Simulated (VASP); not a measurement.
# Al (Fm-3m) in VASP: further runs

Runs on Al. Level: PBE. Tasks: single point.

All numbers are computed with VASP 6.6.1; they aren't measurements. Logs are shortened: lines on timing, memory, paths and dates and some standing lists are left out, and cuts for length are marked.

### Step 1. The cell of the first run

It takes space group Fm-3m (No. 225, cubic). The conventional cell has a = 3.995 Å, b = 3.995 Å, c = 3.995 Å, α = 90.00°, β = 90.00°, γ = 90.00°. Within 3.7 Å of Al (site symmetry m-3m) lie 12 Al at 2.83 Å.

### Step 2. Single point, PBE

The input, INCAR:

```
ALGO = Normal
EDIFF = 1E-6
ENCUT = 500
GGA = PE
GGA_COMPAT = F
ISIF = 2
ISMEAR = -1
LASPH = T
LCHARG = F
LREAL = F
LWAVE = F
NBANDS = 8
NELM = 120
PREC = Accurate
SIGMA = 0.1
```

The input, KPOINTS:

```
k-points
0
Gamma
  12 12 12
```

The input, POSCAR:

```
Al
1.0
    0.0000000000      1.9976317802      1.9976317802
    1.9976317802      0.0000000000      1.9976317802
    1.9976317802      1.9976317802      0.0000000000
Al
1
Direct
    0.0000000000      0.0000000000      0.0000000000
```

Potentials or basis: VASP PAW PBE potentials, release 64 (Al).

On the command line:

```sh
cat potpaw_PBE.64/Al/POTCAR > POTCAR
mpirun -np 1 vasp_std > vasp.out
```

OUTCAR:

```text
EDIFF = 1E-6
   ENCUT = 500
   GGA = PE
   ISIF = 2
   ISMEAR = -1
   LASPH = T
   LREAL = F
   NELM = 120
   PREC = Accurate

 ion  position               nearest neighbor table
   1  0.000  0.000  0.000-

  LATTYP: Found a face centered cubic cell.
 ALAT       =     3.9952635604

  Lattice vectors:

 A1 = (   0.0000000000,   1.9976317802,   1.9976317802)
 A2 = (   1.9976317802,   0.0000000000,   1.9976317802)
 A3 = (   1.9976317802,   1.9976317802,   0.0000000000)

Analysis of symmetry for initial positions (statically):
=====================================================================
 Subroutine PRICEL returns:
 Original cell was already a primitive cell.

 Routine SETGRP: Setting up the symmetry group for a
 face centered cubic supercell.

 Subroutine GETGRP returns: Found 48 space group operations
 (whereof 48 operations were pure point group operations)
 out of a pool of 48 trial point group operations.

The static configuration has the point symmetry O_h .

Analysis of symmetry for dynamics (positions and initial velocities):
=====================================================================
 Subroutine PRICEL returns:
 Original cell was already a primitive cell.

 Routine SETGRP: Setting up the symmetry group for a
 face centered cubic supercell.

 Subroutine GETGRP returns: Found 48 space group operations
 (whereof 48 operations were pure point group operations)
 out of a pool of 48 trial point group operations.

The dynamic configuration has the point symmetry O_h .

 Subroutine INISYM returns: Found 48 space group operations
 (whereof 48 operations are pure point group operations),
 and found     1 'primitive' translations

----------------------------------------------------------------------------------------

                                     Primitive cell

  volume of cell :      15.9432

  direct lattice vectors                    reciprocal lattice vectors
     0.000000000  1.997631780  1.997631780    -0.250296378  0.250296378  0.250296378
     1.997631780  0.000000000  1.997631780     0.250296378 -0.250296378  0.250296378
     1.997631780  1.997631780  0.000000000     0.250296378  0.250296378 -0.250296378

  length of vectors
     2.825077956  2.825077956  2.825077956     0.433526044  0.433526044  0.433526044

  position of ions in fractional coordinates (direct lattice)
     0.000000000  0.000000000  0.000000000

[... 70 lines left out ...]
   LNONCOLLINEAR =      F non collinear calculations
   LSORBIT =      F    spin-orbit coupling
   LASPH  =      T    aspherical Exc in radial PAW
   ENCUT  =  500.0 eV  36.75 Ry    6.06 a.u.   5.15  5.15  5.15*2*pi/ulx,y,z
   NELM   =    120;   NELMIN=  2; NELMDL= -5     # of ELM steps
   EDIFF  = 0.1E-05   stopping-criterion for ELM
   LREAL  =      F    real-space projection
   EDIFFG = 0.1E-04   stopping-criterion for IOM
   NSW    =      0    number of steps for IOM
   IBRION =     -1    ionic relax: 0-MD 1-quasi-New 2-CG
   NFREE  =      0    steps in history (QN), initial steepest desc. (CG)
   ISIF   =      2    stress and relaxation
   ISYM   =      2    0-nonsym 1-usesym 2-fastsym
   POTIM  = 0.5000    time-step for ionic-motion
   TEBEG  =    0.0;   TEEND  =   0.0 temperature during run
   PSTRESS=    0.0 pullay stress
   NELECT =       3.0000    total number of electrons
   NUPDOWN=      -1.0000    fix difference up-down
   EMIN   =  10.00;   EMAX   =-10.00  energy-range for DOS
   EFERMI =   0.00;   METHOD = LEGACY
   ISMEAR =    -1;   SIGMA  =   0.10  broadening in eV -4-tet -1-fermi 0-gaus
   EFERMI_NEDOS =   21; number of points for ismear=-14 and -15
   IALGO  =     38    algorithm
   IMIX   =      4    mixing-type and parameters
     AMIX     =   0.40;   BMIX     =  1.00
     AMIX_MAG =   1.60;   BMIX_MAG =  1.00
  volume/ion in A,a.u.               =      15.94       107.59
  Fermi-wavevector in a.u.,A,eV,Ry     =   0.938116  1.772782 11.973962  0.880061
  Thomas-Fermi vector in A             =   2.065295
   LORBIT       =      0    0 simple, 1 ext, 2 COOP (PROOUT), +10 PAW based schemes
   GGA     = PE    functional components
   LHFCALC =     F    Hartree Fock is set to
   AEXX    =    0.0000 exact exchange contribution
   IVDW    =     0    specifies the selected vdW correction
   LEPSILON=     F    determine dielectric tensor
   LRPA    =     F    only Hartree local field effects (RPA)
 non-spin polarized calculation
  energy-cutoff  :      500.00
  volume of cell :       15.94
 maximum number of plane-waves:       419
 NGX is ok and might be reduce to    24
   NGX = 11   NGY = 11   NGZ = 11

 number of electron       3.0000000 magnetization

 Free energy of the ion-electron system (eV)
  ---------------------------------------------------
  ext. energy  EPLUGINS =         0.00000000
  ---------------------------------------------------
  free energy    TOTEN  =        -3.75467158 eV

  energy without entropy =       -3.74161867  energy(sigma->0) =       -3.74814513

 E-fermi :   8.2583     XC(G=0): -10.3211

 val. band max:        8.1385006366   @ k =  -0.3333   0.4167   0.0833
 cond. band min:       8.2995113024   @ k =  -0.4167   0.4167   0.0833
 fundamental gap:      0.1610106658
 Fermi energy:         8.2582989078

 k-point     1 :       0.0000    0.0000    0.0000
  band No.  band energies     occupation
      1      -3.0105      2.00000
      2      21.1748      0.00000
      3      21.1748      0.00000
      4      21.1748      0.00000
      5      22.9309      0.00000
      6      22.9309      0.00000
      7      22.9309      0.00000
      8      25.0801      0.00000
[... 243 lines left out ...]
 k-point    24 :      -0.4167    0.1667    0.0000
  band No.  band energies     occupation
      1       3.7011      2.00000
      2       5.2006      2.00000
      3      13.9800      0.00000
      4      17.3606      0.00000
      5      19.2471      0.00000
      6      23.9921      0.00000
      7      26.8030      0.00000
      8      29.7641      0.00000

 [... further k-points ...]
[... 5 lines left out ...]
  --------------------------------------------------------------------------------------
  -------------------------------------------------------------------------------------
  Total        0.2973818      0.2973818      0.2973818      0.0000000      0.0000000      0.0000000
  in kB       29.8846821     29.8846821     29.8846821      0.0000000      0.0000000      0.0000000
  external PRESSURE =      29.8846821 kB  Pullay stress =       0.0000000 kB

 VOLUME and BASIS-vectors are now :
 -----------------------------------------------------------------------------
  energy-cutoff  :      500.00
  volume of cell :       15.94
      direct lattice vectors                 reciprocal lattice vectors
     0.000000000  1.997631780  1.997631780    -0.250296378  0.250296378  0.250296378
     1.997631780  0.000000000  1.997631780     0.250296378 -0.250296378  0.250296378
     1.997631780  1.997631780  0.000000000     0.250296378  0.250296378 -0.250296378

 POSITION                                       TOTAL-FORCE (eV/Angst)
 -----------------------------------------------------------------------------------
      0.00000      0.00000      0.00000         0.000000      0.000000      0.000000
 -----------------------------------------------------------------------------------
    total drift:                                0.000000     -0.000000      0.000000

  FREE ENERGIE OF THE ION-ELECTRON SYSTEM (eV)
  ---------------------------------------------------
  free  energy   TOTEN  =        -3.7546715815 eV

  energy  without entropy=       -3.7416186714  energy(sigma->0) =       -3.74814513
```

stdout:

```text
POSCAR found type information on POSCAR Al
 POSCAR found :  1 types and       1 ions
 scaLAPACK will be used
 LDA part: xc-table for (Slater+PW92), standard interpolation
 POSCAR, INCAR and KPOINTS ok, starting setup
 FFT: planning ... GRIDC
 FFT: planning ... GRID_SOFT
 FFT: planning ... GRID
 WAVECAR not read
 entering main loop
```

It took 5.2 s on 1 thread of Intel Xeon Platinum 8488C (Sapphire Rapids), shared host; peak memory 0.13 GiB.

Results:

| Quantity | Value |
| --- | --- |
| Free energy | -3.7547 eV |
| Pressure | 3.0 GPa |

### Step 3. Single point, PBE

This run uses another cell than the first one, of 17.27 Å³/atom, 1.083 times its volume.

The input, INCAR:

```
SYSTEM = Al
ALGO = Normal ; EDIFF = 1E-6
ENCUT = 500 ; GGA = PE
GGA_COMPAT = .False. ; ISIF = 2
ISMEAR = -1 ; LASPH = .True.
LCHARG = .False. ; LREAL = .False.
LWAVE = .False. ; NBANDS = 8
NELM = 120 ; PREC = Accurate
SIGMA = 0.1
```

The input, KPOINTS:

```
k-points
0
Gamma
  12 12 12
  0 0 0
```

The input, POSCAR:

```
Al
1.0
    0.0000000000      2.0516477927      2.0516477927
    2.0516477927      0.0000000000      2.0516477927
    2.0516477927      2.0516477927      0.0000000000
Al
1
Direct
    0.0000000000      0.0000000000      0.0000000000
```

Potentials or basis: VASP PAW PBE potentials, release 64 (Al).

On the command line:

```sh
cat potpaw_PBE.64/Al/POTCAR > POTCAR
mpirun -np 1 vasp_std > vasp.out
```

Wall time 4.6 s (1 thread of Intel Xeon Platinum 8488C (Sapphire Rapids), shared host); peak memory 0.13 GiB.

The run converged. Its results:

```
Free energy : -3.7520 eV
Pressure    : -3.2 GPa
```

Levels at points of the mesh, in eV from the Fermi level:
| k point | band 1 | band 2 | band 3 | band 4 | band 5 | band 6 |
| --- | --- | --- | --- | --- | --- | --- |
| (0.00, 0.00, 0.00) | -10.72 | 12.47 | 12.47 | 12.47 | 13.62 | 13.62 |
| (0.50, 0.00, 0.00) | -4.31 | -4.22 | 11.03 | 11.03 | 11.35 | 11.35 |
| (0.50, 0.50, 0.00) | -2.71 | -1.50 | 5.35 | 5.49 | 5.49 | 8.75 |

### Step 4. Single point, PBE

This run uses another cell than the first one, of 17.94 Å³/atom, 1.125 times its volume.

The input, INCAR:

```
ALGO = Normal
EDIFF = 1E-6
ENCUT = 500
GGA = PE
GGA_COMPAT = F
ISIF = 2
ISMEAR = -1
LASPH = T
LCHARG = F
LREAL = F
LWAVE = F
NBANDS = 8
NELM = 120
PREC = Accurate
SIGMA = 0.1
```

The input, KPOINTS:

```
k-points
0
Gamma
  12 12 12
```

The input, POSCAR:

```
Al
1.0
    0.0000000000      2.0776207752      2.0776207752
    2.0776207752      0.0000000000      2.0776207752
    2.0776207752      2.0776207752      0.0000000000
Al
1
Direct
    0.0000000000      0.0000000000      0.0000000000
```

On the command line:

```sh
cat potpaw_PBE.64/Al/POTCAR > POTCAR
mpirun -np 1 vasp_std > vasp.out
```

Wall time 4.6 s (1 thread of Intel Xeon Platinum 8488C (Sapphire Rapids), shared host); peak memory 0.13 GiB.

The run converged. Its results:

| Quantity | Value |
| --- | --- |
| Free energy | -3.7341 eV |
| Pressure | -5.4 GPa |

Levels at points of the mesh, in eV from the Fermi level:
```tsv
k point	band 1	band 2	band 3	band 4	band 5
(0.00, 0.00, 0.00)	-10.47	12.27	12.27	12.27	13.15
(0.50, 0.00, 0.00)	-4.17	-4.17	10.65	10.65	11.18
(0.50, 0.50, 0.00)	-2.62	-1.50	5.32	5.32	5.34
```

### Step 5. Single point, PBE

This run uses another cell than the first one, of 16.61 Å³/atom, 1.042 times its volume.

The input, INCAR:

```
SYSTEM = Al
PREC = Accurate
ENCUT = 500
EDIFF = 1E-6
ISMEAR = -1
SIGMA = 0.1
LREAL = .False.
LASPH = .True.
NELM = 120
ALGO = Normal
ISIF = 2
LWAVE = .False.
LCHARG = .True.
GGA = PE
LELF = .True.
LVHAR = .True.
NBANDS = 8
GGA_COMPAT = .False.
```

The input, KPOINTS:

```
Automatic mesh
0
Gamma
  4 4 4
  0 0 0
```

The input, POSCAR:

```
Al
1.0
    0.0000000000      2.0250000000      2.0250000000
    2.0250000000      0.0000000000      2.0250000000
    2.0250000000      2.0250000000      0.0000000000
Al
1
Direct
    0.0000000000      0.0000000000      0.0000000000
```

Potentials or basis: VASP PAW PBE potentials, release 64 (Al).

On the command line:

```sh
cat potpaw_PBE.64/Al/POTCAR > POTCAR
mpirun -np 1 vasp_std > vasp.out
```

OUTCAR:

```text
SYSTEM = Al
   PREC = Accurate
   ENCUT = 500
   EDIFF = 1E-6
   ISMEAR = -1
   LREAL = .False.
   LASPH = .True.
   NELM = 120
   ISIF = 2
   GGA = PE

 ion  position               nearest neighbor table
   1  0.000  0.000  0.000-

  LATTYP: Found a face centered cubic cell.
 ALAT       =     4.0500000000

  Lattice vectors:

 A1 = (   0.0000000000,   2.0250000000,   2.0250000000)
 A2 = (   2.0250000000,   0.0000000000,   2.0250000000)
[... 248 lines left out ...]
      6      23.7044      0.00000
      7      24.2241      0.00000
      8      26.2619      0.00000

------------------------ aborting loop because EDIFF is reached ----------------------------------------

  FORCE on cell =-STRESS in cart. coord.  units (eV):
  Direction    XX          YY          ZZ          XY          YZ          ZX
  --------------------------------------------------------------------------------------
  -------------------------------------------------------------------------------------
  Total        0.0389906      0.0389906      0.0389906     -0.0000000     -0.0000000      0.0000000
  in kB        3.7615386      3.7615386      3.7615386     -0.0000000     -0.0000000      0.0000000
  external PRESSURE =       3.7615386 kB  Pullay stress =       0.0000000 kB

 VOLUME and BASIS-vectors are now :
 -----------------------------------------------------------------------------
  energy-cutoff  :      500.00
  volume of cell :       16.61
      direct lattice vectors                 reciprocal lattice vectors
     0.000000000  2.025000000  2.025000000    -0.246913580  0.246913580  0.246913580
     2.025000000  0.000000000  2.025000000     0.246913580 -0.246913580  0.246913580
     2.025000000  2.025000000  0.000000000     0.246913580  0.246913580 -0.246913580

 POSITION                                       TOTAL-FORCE (eV/Angst)
 -----------------------------------------------------------------------------------
      0.00000      0.00000      0.00000         0.000000      0.000000      0.000000
 -----------------------------------------------------------------------------------
    total drift:                               -0.000000      0.000000      0.000000

  FREE ENERGIE OF THE ION-ELECTRON SYSTEM (eV)
  ---------------------------------------------------
  free  energy   TOTEN  =        -3.4868479086 eV

  energy  without entropy=       -3.4423083287  energy(sigma->0) =       -3.46457812
```

stdout:

```text
POSCAR found type information on POSCAR Al
 POSCAR found :  1 types and       1 ions
 scaLAPACK will be used
 LDA part: xc-table for (Slater+PW92), standard interpolation
 POSCAR, INCAR and KPOINTS ok, starting setup
 FFT: planning ... GRIDC
 FFT: planning ... GRID_SOFT
 FFT: planning ... GRID
 WAVECAR not read
 entering main loop
```

Run time: 3.5 s. Hardware: 1 thread of AMD EPYC 7R13, shared host; peak memory 0.1 GiB.

Results:

```
Free energy : -3.4868 eV
Pressure    : 0.4 GPa
```

Levels at points of the mesh, in eV from the Fermi level:
```
           k point  band 1  band 2  band 3  band 4  band 5  band 6
(0.00, 0.00, 0.00)  -10.50   13.18   13.18   13.18   14.62   14.62
(0.50, 0.00, 0.00)   -3.98   -3.78   11.93   11.93   12.02   12.02
(0.50, 0.50, 0.00)   -2.31   -1.01    5.85    6.16    6.16    9.60
```

Caveat: the k points lie up to 0.67 Å⁻¹ apart.

### Step 6. Single point, PBE

This run uses another cell than the first one, of 17.27 Å³/atom, 1.083 times its volume.

The input, INCAR:

```
SYSTEM = Al
PREC = Accurate ; ENCUT = 500
EDIFF = 1E-6 ; ISMEAR = -1
SIGMA = 0.1 ; LREAL = .FALSE.
LASPH = .TRUE. ; NELM = 120
ALGO = Normal ; ISIF = 2
LWAVE = .FALSE. ; LCHARG = .FALSE.
GGA = PE ; NBANDS = 8
GGA_COMPAT = .FALSE.
```

The input, KPOINTS:

```
Automatic mesh
0
G
  4 4 4
  0 0 0
```

The input, POSCAR:

```
Al
1.0
    0.0000000000      2.0516477927      2.0516477927
    2.0516477927      0.0000000000      2.0516477927
    2.0516477927      2.0516477927      0.0000000000
Al
1
Direct
    0.0000000000      0.0000000000      0.0000000000
```

Potentials or basis: VASP PAW PBE potentials, release 64 (Al).

On the command line:

```sh
cat potpaw_PBE.64/Al/POTCAR > POTCAR
mpirun -np 1 vasp_std > vasp.out
```

Wall time 2.7 s (1 thread of AMD EPYC 7R13, shared host); peak memory 0.1 GiB.

The run converged. Its results:

* Free energy: -3.4820 eV
* Pressure: -2.6 GPa

Levels at points of the mesh, in eV from the Fermi level:
```csv
k point,band 1,band 2,band 3,band 4
"(0.00, 0.00, 0.00)",-10.26,12.94,12.94,12.94
"(0.50, 0.00, 0.00)",-3.85,-3.75,11.50,11.50
"(0.50, 0.50, 0.00)",-2.25,-1.03,5.82,5.95
```

Caveat: the k points lie up to 0.66 Å⁻¹ apart.

### Step 7. Overview

```csv
cell,k mesh,gap on the mesh (eV),pressure (GPa)
"a = 2.825 Å, angles 60.0°, 1 atom",12 × 12 × 12,none,3.0
"a = 2.901 Å, angles 60.0°, 1 atom",12 × 12 × 12,none,-3.2
"a = 2.938 Å, angles 60.0°, 1 atom",12 × 12 × 12,none,-5.4
"a = 2.864 Å, angles 60.0°, 1 atom",4 × 4 × 4,none,0.4
"a = 2.901 Å, angles 60.0°, 1 atom",4 × 4 × 4,none,-2.6
```

Alike in all rows: task single point; level PBE; potentials or basis VASP PAW PBE potentials, release 64 (Al); no spin polarisation; cutoff (eV) 500; smearing fermi-dirac 0.1 eV.

Caveats: some runs use coarse meshes.

Total energies depend on the potentials used, so only differences within one code and one set of settings carry meaning.
